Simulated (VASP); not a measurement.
Runs of VASP 6.6.1 on HfO2. The structure is that of space group Fm-3m (No. 225), or close to it. The cells are those of the table. 

```tsv
task	level	U	cell	k mesh	cutoff (eV)	smearing	grid for exact exchange (PRECFOCK)	share of exact exchange	gap on the mesh (eV)	pressure (GPa)	relaxed volume (Å³/atom)
relaxation of cell and atoms	PBE+U	Hf d U = 4.0 eV	relaxed from a = 3.617 Å, angles 60.0°, 3 atoms	9 × 9 × 9	600	fermi-dirac 0.05 eV	-	-	4.29	-0.1	11.35
relaxation of cell and atoms	PBE	-	relaxed to 5 GPa from a = 3.617 Å, angles 60.0°, 3 atoms	9 × 9 × 9	600	fermi-dirac 0.05 eV	-	-	3.97	5.0	-
relaxation of cell and atoms	PBE	-	relaxed to 2 GPa from a = 3.617 Å, angles 60.0°, 3 atoms	9 × 9 × 9	600	fermi-dirac 0.05 eV	-	-	(c)	1.9	-
relaxation of cell and atoms	PBE+U	Hf d U = 8.0 eV	relaxed from a = 3.617 Å, angles 60.0°, 3 atoms	9 × 9 × 9	600	fermi-dirac 0.05 eV	-	-	(a)	0.0	11.86
relaxation of cell and atoms	B3LYP	-	relaxed from a = 3.617 Å, angles 60.0°, 3 atoms	5 × 5 × 5	600	fermi-dirac 0.05 eV	Normal	0.2	(b)	-0.1	10.87
relaxation of cell and atoms	PBE	-	relaxed to 20 GPa from a = 3.617 Å, angles 60.0°, 3 atoms	9 × 9 × 9	600	fermi-dirac 0.05 eV	-	-	4.10	20.0	-
relaxation of cell and atoms	PBE+U	Hf d U = 6.0 eV	relaxed from a = 3.617 Å, angles 60.0°, 3 atoms	9 × 9 × 9	600	fermi-dirac 0.05 eV	-	-	4.47	-0.1	11.61
single point	PBE	-	a = 3.605 Å, angles 60.0°, 3 atoms	9 × 9 × 9	600	fermi-dirac 0.05 eV	-	-	3.87	-3.9	-
relaxation of cell and atoms	PBE	-	relaxed to 10 GPa from a = 3.617 Å, angles 60.0°, 3 atoms	9 × 9 × 9	600	fermi-dirac 0.05 eV	-	-	4.02	9.9	-
single point	r2SCAN0	-	a = 3.617 Å, angles 60.0°, 3 atoms	5 × 5 × 5	520	fermi-dirac 0.05 eV	Normal	0.25	6.73	-16.6	-
single point	pbe exchange, lda correlation	-	a = 3.358 Å, angles 60.0°, 3 atoms	9 × 9 × 9	600	gaussian 0.01 eV	-	-	4.53	92.5	-
single point	PBE	-	a = 3.635, b = 3.635, c = 3.653 Å, angles 59.8, 59.8, 60.3°, 3 atoms	8 × 8 × 8	520	fermi-dirac 0.05 eV	-	-	3.60	-10.3	-
```

Alike in all rows: potentials or basis VASP PAW PBE potentials, release 64 (Hf_pv, O); no spin polarisation.

Fill in the values left out.

(a) 4.65; (b) 5.98; (c) 3.93.

Caveats: some runs use coarse meshes; spin-orbit coupling is left out, which moves the levels of the heavy elements; an odd mesh through Γ misses points on the zone boundary, where band edges can lie (at least some runs); the cell is relaxed towards a set pressure, so the run minimises the enthalpy, not the energy (at least some runs); the PAW data sets were made with another functional, which shifts forces and pressure a little (at least some runs); the cell stands under tension (at least some runs); the cell stands under pressure (at least some runs).

A k mesh can miss the band edges, and the runs leave out spin-orbit coupling on Hf.
